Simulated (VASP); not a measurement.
**B2P3: single point with PBE**

The system is B2P3.

```
P B
1.0
     7.01415    0.07014   -0.00487
     0.07014    7.22270    0.05396
    -0.00487    0.05396    7.24533
P B
15 10
Direct
  0.30562 0.93167 0.94342
  0.54367 0.01439 0.65259
  0.67145 0.28566 0.02604
  0.10425 0.10257 0.09916
  0.23052 0.07295 0.54020
  0.69123 0.01595 0.28428
  0.96264 0.43043 0.94880
  0.70175 0.58046 0.57098
  0.90483 0.78126 0.58842
  0.95395 0.26782 0.53016
  0.53641 0.74287 0.32566
  0.44355 0.43364 0.28454
  0.04985 0.51331 0.39190
  0.37530 0.33036 0.61282
  0.32393 0.48302 0.84167
  0.61534 0.90671 0.00718
  0.76905 0.76087 0.85826
  0.80887 0.27385 0.26477
  0.30995 0.63455 0.27333
  0.18710 0.88373 0.69504
  0.94507 0.91235 0.19326
  0.07968 0.73067 0.15884
  0.90689 0.69147 0.02941
  0.30469 0.21905 0.24823
  0.16632 0.59396 0.62513
```

```json
{"Program": "VASP 6.6.1", "Task": "single point", "Functional": "PBE", "Potentials or basis": "VASP PAW PBE potentials, release 64 (P, B)", "Cutoff": "420 eV", "k mesh": "1 × 1 × 1, shifted", "Occupations": "fermi-dirac, width 0.3447 eV", "Spin": "no spin polarisation", "Dipole correction": "no", "Mended": "yes", "Further INCAR settings": "LREAL = Auto; ALGO = Normal; EDIFF = 1e-06; NBANDS = 70; ISYM = -1"}
```

```
Pressure               : -1.0 GPa
Largest force          : 5.819 eV/Å
Band gap on the k mesh : zero (an odd number of electrons rules out a gap without spin polarisation)
```

Forces on the atoms (eV/Å):
```
P    0.679 -1.074 -0.754
P   -0.117 -0.096 -0.054
P    1.034  0.711  0.899
P    1.004  1.320 -0.363
P    0.675  2.638 -2.362
P    0.184 -0.927 -1.696
P   -0.753 -0.298  0.005
P   -1.502 -0.625  0.488
P    1.297  1.823  1.985
P   -1.642 -0.337 -1.197
P    1.964  0.486  1.006
P    2.382 -4.570 -0.324
P    1.231  0.996  0.899
P    1.084 -1.366 -0.500
P   -1.565  1.319  0.210
B   -0.650 -0.014 -0.723
B   -0.575  1.249 -0.072
B   -0.798 -0.741  0.377
B   -4.537  3.376 -1.372
B   -0.143 -3.217  1.692
B   -1.421  0.345  0.546
B    3.582 -0.815  2.008
B   -0.549 -0.315 -1.850
B   -1.525 -1.781  0.502
B    0.659  1.912  0.650
```

Stress tensor (GPa, compression positive):
```
-3.01 -0.45 -3.78
-0.45  4.09 -2.34
-3.78 -2.34 -4.03
```

Levels at points of the mesh, in eV from the Fermi level:
```tsv
k point	band 49	band 50	band 51	band 52	band 53	band 54	band 55	band 56	band 57	band 58
(0.25, 0.25, 0.25)	-0.87	-0.57	-0.44	-0.22	-0.07	0.20	0.50	0.73	0.85	1.11
```

Run time: 37 s on 1 thread of AMD EPYC 7R13 Processor (Zen 3), with other jobs on the host, peak memory 0.29 GiB.

Caveat: the atoms stand as in a frame of molecular dynamics; so wide a smearing shifts energies and pressures.
